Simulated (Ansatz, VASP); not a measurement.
**Ir: VASP beside Ansatz**

```xyz
2
Lattice="2.7101 0.0000 0.0000 -1.3551 2.3470 0.0000 0.0000 0.0000 4.3954" Properties=species:S:1:pos:R:3 pbc="T T T"
Ir    1.3551    0.7823    3.2965
Ir    0.0000    1.5647    1.0988
```

Change from the starting cell: strain -0.015 along x and y, -0.015 along z, atoms carried along.

Alike in both runs: task single point; functional PBEsol; k mesh 18 × 18 × 12; occupations gaussian, width 0.15 eV; no spin polarisation.

```csv
,VASP,Ansatz
version,VASP 6.6.1,Ansatz 0.2.0
potentials or method,"VASP PAW PBE potentials, release 64 (Ir_sv_GW), cutoff 500 eV","scalar-relativistic, plane waves, PAW"
valence electrons in the cell,34,34
```

```csv
,VASP,Ansatz,Ansatz less VASP
gap on the k mesh at the Fermi level (eV),none,none,-
pressure (GPa),0.6,3.8,+3.22
"traceless stress, the component that is largest in VASP (GPa)",0.09,0.10,+0.014
```

VASP's potentials were made for PBE, not for PBEsol. A gap of «none» marks a metal or a gap that the smearing closes.

Neither program's run includes spin-orbit coupling.
